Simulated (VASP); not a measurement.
# Sn (Pm-3m) in VASP: a series of runs

Runs on Sn. Level: PBE. Tasks: single point, relaxation of cell and atoms.

All numbers are computed with VASP 6.6.1; they aren't measurements. Logs are shortened: lines on timing, memory, paths and dates and some standing lists are left out, and cuts for length are marked.

## Step 1: The cell of the first run

The structure is cubic, space group Pm-3m (No. 221). Conventional cell: a = 4.434 Å, b = 4.434 Å, c = 4.434 Å, α = 90.00°, β = 90.00°, γ = 90.00°. Sn (site symmetry 4/mmm) has 8 Sn at 3.14 Å within 4.1 Å.

The cell was built from a structure type or drawn by symmetry, and may not be a known phase.

## Step 2: Single point, PBE

Input file INCAR:

```
  PREC = Accurate
  ENCUT = 500
  EDIFF = 1E-6
  ISMEAR = 0
  SIGMA = 0.1
  LREAL = False
  LASPH = True
  NELM = 120
  ALGO = Normal
  ISIF = 2
  LWAVE = False
  LCHARG = True
  GGA = PE
  LELF = True
  LVHAR = True
  NBANDS = 28
  GGA_COMPAT = False
```

Input file KPOINTS:

```
Automatic mesh
0
Gamma
  4 4 4
```

Input file POSCAR:

```
Sn
1.0
    4.4339265300      0.0000000000      0.0000000000
    0.0000000000      4.4339265300      0.0000000000
    0.0000000000      0.0000000000      4.4339265300
Sn
3
Direct
    0.5000000000      0.0000000000      0.0000000000
    0.0000000000      0.5000000000      0.0000000000
    0.0000000000      0.0000000000      0.5000000000
```

Potentials or basis: VASP PAW PBE potentials, release 64 (Sn_d).

Run with:

```
cat potpaw_PBE.64/Sn_d/POTCAR > POTCAR
mpirun -np 1 vasp_std > vasp.out
```

OUTCAR:

```text
PREC = Accurate
   ENCUT = 500
   EDIFF = 1E-6
   ISMEAR = 0
   LREAL = False
   LASPH = True
   NELM = 120
   ISIF = 2
   GGA = PE

 ion  position               nearest neighbor table
   1  0.500  0.000  0.000-   2 3.14   3 3.14   3 3.14   2 3.14   2 3.14   3 3.14   3 3.14   2 3.14

   2  0.000  0.500  0.000-   1 3.14   3 3.14   3 3.14   1 3.14   3 3.14   3 3.14   1 3.14   1 3.14

   3  0.000  0.000  0.500-   1 3.14   2 3.14   1 3.14   2 3.14   2 3.14   2 3.14   1 3.14   1 3.14

  LATTYP: Found a simple cubic cell.
 ALAT       =     4.4339265300

  Lattice vectors:

 A1 = (   4.4339265300,   0.0000000000,   0.0000000000)
 A2 = (   0.0000000000,   4.4339265300,   0.0000000000)
 A3 = (   0.0000000000,   0.0000000000,   4.4339265300)

Analysis of symmetry for initial positions (statically):
=====================================================================
 Subroutine PRICEL returns:
 Original cell was already a primitive cell.

 Routine SETGRP: Setting up the symmetry group for a
 simple cubic supercell.

 Subroutine GETGRP returns: Found 48 space group operations
 (whereof 48 operations were pure point group operations)
 out of a pool of 48 trial point group operations.

The static configuration has the point symmetry O_h .

Analysis of symmetry for dynamics (positions and initial velocities):
=====================================================================
 Subroutine PRICEL returns:
 Original cell was already a primitive cell.

 Routine SETGRP: Setting up the symmetry group for a
 simple cubic supercell.

 Subroutine GETGRP returns: Found 48 space group operations
 (whereof 48 operations were pure point group operations)
 out of a pool of 48 trial point group operations.

The dynamic configuration has the point symmetry O_h .

 Subroutine INISYM returns: Found 48 space group operations
 (whereof 48 operations are pure point group operations),
 and found     1 'primitive' translations

----------------------------------------------------------------------------------------

                                     Primitive cell

  volume of cell :      87.1697

  direct lattice vectors                    reciprocal lattice vectors
     4.433926530  0.000000000  0.000000000     0.225533733  0.000000000  0.000000000
     0.000000000  4.433926530  0.000000000     0.000000000  0.225533733  0.000000000
     0.000000000  0.000000000  4.433926530     0.000000000  0.000000000  0.225533733

  length of vectors
     4.433926530  4.433926530  4.433926530     0.225533733  0.225533733  0.225533733

  position of ions in fractional coordinates (direct lattice)
     0.500000000  0.000000000  0.000000000
     0.000000000  0.500000000  0.000000000
     0.000000000  0.000000000  0.500000000

  ion indices of the primitive-cell ions
   primitive index   ion index
                 1           1
                 2           2
                 3           3

----------------------------------------------------------------------------------------

 KPOINTS: Automatic mesh

Automatic generation of k-mesh.
 Grid dimensions read from file:
 generate k-points for:    4    4    4

 Generating k-lattice:

  Cartesian coordinates                     Fractional coordinates (reciprocal lattice)
     0.056383433  0.000000000  0.000000000     0.250000000  0.000000000  0.000000000
     0.000000000  0.056383433  0.000000000     0.000000000  0.250000000  0.000000000
     0.000000000  0.000000000  0.056383433     0.000000000  0.000000000  0.250000000

  Length of vectors
     0.056383433  0.056383433  0.056383433

  Shift w.r.t. Gamma in fractional coordinates (k-lattice)
     0.000000000  0.000000000  0.000000000

 Subroutine IBZKPT returns following result:
 ===========================================

 Found     10 irreducible k-points:

 Following reciprocal coordinates:
            Coordinates               Weight
  0.000000  0.000000  0.000000      1.000000
  0.250000  0.000000  0.000000      6.000000
  0.500000  0.000000  0.000000      3.000000
  0.250000  0.250000  0.000000     12.000000
  0.500000  0.250000  0.000000     12.000000
  0.500000  0.500000  0.000000      3.000000
  0.250000  0.250000  0.250000      8.000000
  0.500000  0.250000  0.250000     12.000000
  0.500000  0.500000  0.250000      6.000000
  0.500000  0.500000  0.500000      1.000000
   k-points           NKPTS =     10   k-points in BZ     NKDIM =     10   number of bands    NBANDS=     28
   number of dos      NEDOS =    301   number of ions     NIONS =      3
   total plane-waves  NPLWV =  32768
   dimension x,y,z NGX =    32 NGY =   32 NGZ =   32
   dimension x,y,z NGXF=    64 NGYF=   64 NGZF=   64
   ions per type =               3
   NGX,Y,Z   is equivalent  to a cutoff of  12.00, 12.00, 12.00 a.u.
   NGXF,Y,Z  is equivalent  to a cutoff of  24.00, 24.00, 24.00 a.u.
 SYSTEM =  unknown system
   PREC   = accura    normal or accurate (medium, high low for compatibility)
   ISTART =      0    job   : 0-new  1-cont  2-samecut
   ICHARG =      2    charge: 1-file 2-atom 10-const
   ISPIN  =      1    spin polarized calculation?
   LNONCOLLINEAR =      F non collinear calculations
   LSORBIT =      F    spin-orbit coupling
   LASPH  =      T    aspherical Exc in radial PAW
   ENCUT  =  500.0 eV  36.75 Ry    6.06 a.u.   8.08  8.08  8.08*2*pi/ulx,y,z
   NELM   =    120;   NELMIN=  2; NELMDL= -5     # of ELM steps
   EDIFF  = 0.1E-05   stopping-criterion for ELM
   LREAL  =      F    real-space projection
   EDIFFG = 0.1E-04   stopping-criterion for IOM
   NSW    =      0    number of steps for IOM
   IBRION =     -1    ionic relax: 0-MD 1-quasi-New 2-CG
   NFREE  =      0    steps in history (QN), initial steepest desc. (CG)
   ISIF   =      2    stress and relaxation
   ISYM   =      2    0-nonsym 1-usesym 2-fastsym
   POTIM  = 0.5000    time-step for ionic-motion
   TEBEG  =    0.0;   TEEND  =   0.0 temperature during run
   PSTRESS=    0.0 pullay stress
   NELECT =      42.0000    total number of electrons
   NUPDOWN=      -1.0000    fix difference up-down
   EMIN   =  10.00;   EMAX   =-10.00  energy-range for DOS
   EFERMI =   0.00;   METHOD = LEGACY
   ISMEAR =     0;   SIGMA  =   0.10  broadening in eV -4-tet -1-fermi 0-gaus
   EFERMI_NEDOS =   21; number of points for ismear=-14 and -15
   IALGO  =     38    algorithm
   IMIX   =      4    mixing-type and parameters
     AMIX     =   0.40;   BMIX     =  1.00
     AMIX_MAG =   1.60;   BMIX_MAG =  1.00
  volume/ion in A,a.u.               =      29.06       196.08
  Fermi-wavevector in a.u.,A,eV,Ry     =   1.283422  2.425316 22.411131  1.647172
  Thomas-Fermi vector in A             =   2.415676
   LORBIT       =      0    0 simple, 1 ext, 2 COOP (PROOUT), +10 PAW based schemes
   GGA     = PE    functional components
   LHFCALC =     F    Hartree Fock is set to
   AEXX    =    0.0000 exact exchange contribution
   IVDW    =     0    specifies the selected vdW correction
   LEPSILON=     F    determine dielectric tensor
   LRPA    =     F    only Hartree local field effects (RPA)
 non-spin polarized calculation
 Gauss-broadening in eV      SIGMA  =   0.10
  energy-cutoff  :      500.00
  volume of cell :       87.17
 maximum number of plane-waves:      2272
   NGX = 17   NGY = 17   NGZ = 17

 number of electron      41.9999974 magnetization

 Free energy of the ion-electron system (eV)
  ---------------------------------------------------
  ext. energy  EPLUGINS =         0.00000000
  ---------------------------------------------------
  free energy    TOTEN  =       -11.26206543 eV

  energy without entropy =      -11.25496365  energy(sigma->0) =      -11.25851454

 E-fermi :   7.2235     XC(G=0):  -9.8439

 val. band max:        6.8029224535   @ k =   0.2500   0.0000   0.0000
 cond. band min:       7.2987880889   @ k =   0.5000   0.2500   0.2500
 fundamental gap:      0.4958656353
 Fermi energy:         7.2234906458

 k-point     1 :       0.0000    0.0000    0.0000
  band No.  band energies     occupation
      1     -14.4388      2.00000
      2     -14.4388      2.00000
      3     -14.4388      2.00000
      4     -14.4022      2.00000
      5     -14.2983      2.00000
      6     -14.2983      2.00000
[... 20 lines left out ...]
     27      13.1786      0.00000
     28      13.1786      0.00000

 k-point     2 :       0.2500    0.0000    0.0000
  band No.  band energies     occupation
      1     -14.4313      2.00000
      2     -14.3807      2.00000
      3     -14.3807      2.00000
      4     -14.3639      2.00000
      5     -14.2935      2.00000
      6     -14.2654      2.00000
[... 20 lines left out ...]
     27      12.6131      0.00000
     28      12.6131      0.00000

 k-point     3 :       0.5000    0.0000    0.0000
  band No.  band energies     occupation
      1     -14.4234      2.00000
      2     -14.3106      2.00000
      3     -14.2828      2.00000
      4     -14.2548      2.00000
      5     -14.2548      2.00000
      6     -14.2207      2.00000
[... 20 lines left out ...]
     27      12.8555      0.00000
     28      15.2581      0.00000

 k-point     4 :       0.2500    0.2500    0.0000
  band No.  band energies     occupation
      1     -14.3887      2.00000
      2     -14.3714      2.00000
      3     -14.3593      2.00000
      4     -14.3177      2.00000
      5     -14.2795      2.00000
      6     -14.2368      2.00000
[... 144 lines left out ...]
     27      12.8170      0.00000
     28      13.8378      0.00000

 k-point     9 :       0.5000    0.5000    0.2500
  band No.  band energies     occupation
      1     -14.3310      2.00000
      2     -14.3310      2.00000
      3     -14.3173      2.00000
      4     -14.2935      2.00000
      5     -14.2935      2.00000
      6     -14.2827      2.00000
[... 20 lines left out ...]
     27      14.6093      0.00000
     28      15.5539      0.00000

 k-point    10 :       0.5000    0.5000    0.5000
  band No.  band energies     occupation
      1     -14.3411      2.00000
      2     -14.3411      2.00000
      3     -14.3411      2.00000
      4     -14.3196      2.00000
      5     -14.3196      2.00000
      6     -14.3196      2.00000
[... 20 lines left out ...]
     27      15.7644      0.00000
     28      15.7644      0.00000

------------------------ aborting loop because EDIFF is reached ----------------------------------------

  FORCE on cell =-STRESS in cart. coord.  units (eV):
  Direction    XX          YY          ZZ          XY          YZ          ZX
  --------------------------------------------------------------------------------------
  -------------------------------------------------------------------------------------
  Total        2.1991334      2.1991334      2.1991334      0.0000000     -0.0000000     -0.0000000
  in kB       40.4200343     40.4200343     40.4200343      0.0000000     -0.0000000     -0.0000000
  external PRESSURE =      40.4200343 kB  Pullay stress =       0.0000000 kB

 VOLUME and BASIS-vectors are now :
 -----------------------------------------------------------------------------
  energy-cutoff  :      500.00
  volume of cell :       87.17
      direct lattice vectors                 reciprocal lattice vectors
     4.433926530  0.000000000  0.000000000     0.225533733  0.000000000  0.000000000
     0.000000000  4.433926530  0.000000000     0.000000000  0.225533733  0.000000000
     0.000000000  0.000000000  4.433926530     0.000000000  0.000000000  0.225533733

 POSITION                                       TOTAL-FORCE (eV/Angst)
 -----------------------------------------------------------------------------------
      2.21696      0.00000      0.00000         0.000000      0.000000      0.000000
      0.00000      2.21696      0.00000         0.000000      0.000000      0.000000
      0.00000      0.00000      2.21696         0.000000      0.000000      0.000000
 -----------------------------------------------------------------------------------
    total drift:                                0.000000      0.000000     -0.000000

  FREE ENERGIE OF THE ION-ELECTRON SYSTEM (eV)
  ---------------------------------------------------
  free  energy   TOTEN  =       -11.2620654316 eV

  energy  without entropy=      -11.2549636544  energy(sigma->0) =      -11.25851454
```

It took 19 s on 1 thread of Intel Xeon 8259CL, shared host; peak memory 0.18 GiB.

Results:

```
Free energy            : -11.2621 eV
Pressure               : 4.0 GPa
Band gap on the k mesh : zero (bands 21 and 22 overlap by 3.96 eV)
```

Caveat: the cell stands under pressure; spin-orbit coupling is left out, which moves the levels of the heavy elements.

(Part 1 of 3 ends here.)
